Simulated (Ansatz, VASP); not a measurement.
# Cu in VASP and in Ansatz

The input INCAR:

```
SYSTEM = Cu
ALGO = Fast
EDIFF = 1E-7
ENCUT = 520
ISIF = 2
ISMEAR = 0
LASPH = .TRUE.
LCHARG = .FALSE.
LREAL = .FALSE.
LWAVE = .FALSE.
NBANDS = 18
NELM = 60
PREC = Accurate
SIGMA = 0.15
```

The input KPOINTS:

```
k-points
0
G
  20 20 12
  0 0 0
```

Contents of POSCAR:

```
Cu
1.0
   -1.4273957350      1.4273957350      1.3410790631
    1.4273957350     -1.4273957350      1.3410790631
    2.8547914700      2.8547914700      0.0000000000
Cu
2
Direct
    0.0258837325     -0.0258837325      0.0000000000
    0.4741162675      0.5258837325      0.5000000000
```

Input for Ansatz:

```yaml
crystal:
  lattice:
    - [-1.427395735, 1.427395735, 1.3410790631]
    - [1.427395735, -1.427395735, 1.3410790631]
    - [2.85479147, 2.85479147, 0.0]
  atoms:
    - { symbol: Cu, position: [0.0258837325, -0.0258837325, 0.0] }
    - { symbol: Cu, position: [0.4741162675, 0.5258837325, 0.5] }
basis:
  ecutwfc: 520.0
kpoints:
  mp_grid: { grid: [20, 20, 12] }
hamiltonian:
  xc: lda
  pseudopotentials: { kind: paw, azcp: { folder: soft_1 } }
scf:
  occupations: { method: gaussian, width: 0.15 }
output:
  forces: true
  stress: true
  eigenvalues: true
```

Change from the starting cell: mode 1 frozen in at -0.104 Å and mode 5 at +0.000 Å (largest displacements).

Alike in both runs: task single point; functional LDA; k mesh 20 × 20 × 12; occupations gaussian, width 0.15 eV; no spin polarisation.

```csv
,VASP,Ansatz
version,VASP 6.6.1,Ansatz 0.2.0
potentials or method,"VASP PAW LDA potentials, release 64 (Cu), cutoff 520 eV","scalar-relativistic, plane waves, PAW"
valence electrons in the cell,22,38
```

|  | VASP | Ansatz | Ansatz less VASP |
| --- | --- | --- | --- |
| gap on the k mesh at the Fermi level (eV) | none | none | - |
| pressure (GPa) | 0.9 | 0.0 | -0.91 |
| traceless stress, the component that is largest in VASP (GPa) | -0.61 | -0.58 | +0.035 |
| rms of the force components (eV/Å) | 0.030 | 0.030 | +0.0004 |

Ansatz warns that its potentials were made for another functional, while VASP's fit it. LDA's correlation is that of Perdew and Zunger in VASP and of Perdew and Wang (1992) in Ansatz. Atom by atom the forces differ by 0.000 eV/Å (rms over components). A gap of «none» marks a metal or a gap that the smearing closes. VASP's potentials hold 22 valence electrons a cell and Ansatz's 38, so a difference there can come from the potentials and not from the codes.
